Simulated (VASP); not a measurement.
A run of VASP 6.6.1 is set up as follows.

INCAR

```
ALGO     = Normal         # electronic algorithm
EDIFF    = 1E-7           # SCF threshold, eV
ENCUT    = 520            # plane-wave cutoff, eV
GGA      = PE             # functional
ISIF     = 2              # what is computed and relaxed
ISMEAR   = 0              # smearing method
LASPH    = T              # aspherical terms in the spheres
LCHARG   = T              # write CHGCAR
LELF     = T              # ELF
LREAL    = Auto         
LVHAR    = T            
LWAVE    = F              # write WAVECAR
NBANDS   = 84             # bands
NELM     = 60             # most SCF steps
PREC     = Accurate       # precision mode
SIGMA    = 0.1            # smearing width, eV
```

Contents of KPOINTS:

```
Automatic mesh
0
Gamma
  4 5 5
  0.5 0 0
```

POSCAR

```
Ta9N8
1.0
    0.0000000000      0.0000000000      5.7955432028
   -2.9501846797     -5.1098697569      0.0000000000
    5.9003693593      0.0000000000      0.0000000000
Ta N
9 8
Direct
    0.2568925721      0.1673263783      0.8323644536
    0.7431063576      0.1673938947      0.8323453337
    0.2690929815      0.1910516405      0.3564950760
    0.7309406300      0.1910851052      0.3564697770
    0.2776229844      0.6361213015      0.8027304783
    0.7223982038      0.6362391127      0.8027432851
    0.2541644413      0.6633873584      0.3386818858
    0.7458617508      0.6634298253      0.3386876965
    0.0000232938      0.8569171443      0.1232946256
    0.0000110430      0.0094902615      0.5298263267
    0.5000111117     -0.0019708917      0.4963961283
   -0.0000747126      0.0818613820     -0.0005167143
    0.5000062804      0.0029540870     -0.0051933863
    0.0000067293      0.5037445419      0.5014468163
    0.5000152529      0.5068054810      0.4701132415
    0.0000722969      0.4640722979     -0.0045903934
    0.5000202567      0.4951511722      0.0003222514
```

Potentials or basis: VASP PAW PBE potentials, release 64 (Ta_pv, N).

Launch:

```sh
$ cat potpaw_PBE.64/Ta_pv/POTCAR potpaw_PBE.64/N/POTCAR > POTCAR
$ mpirun -np 1 vasp_std > vasp.out
```

Question: What does it give for the largest force?

Answer: 1.112 eV/Å.

Question: What does it give for the pressure?

Answer: 58.3 GPa.

Question: What does it give for the band gap on the k mesh?

Answer: Zero (an odd number of electrons rules out a gap without spin polarisation).

Forces in eV/Å, atoms in the order of the input:
```
Ta   0.071  0.112  0.020
Ta   0.071  0.113 -0.021
Ta   0.344 -0.051  0.262
Ta   0.343 -0.050 -0.261
Ta   0.242  0.653 -0.081
Ta   0.245  0.656  0.081
Ta  -0.179  0.094 -0.244
Ta  -0.178  0.095  0.244
Ta  -0.614 -0.927  0.001
N    0.177  0.324  0.000
N    0.172  0.136  0.000
N   -0.366 -0.584  0.000
N    0.029  0.166  0.001
N    0.004  0.099  0.000
N   -0.131 -0.516  0.000
N   -0.408 -0.445 -0.002
N    0.178  0.125  0.000
```

Caveat: spin-orbit coupling is left out, which moves the levels of the heavy elements; an odd number of electrons without spin polarisation forces a metal; a magnetic or distorted state may lie lower.
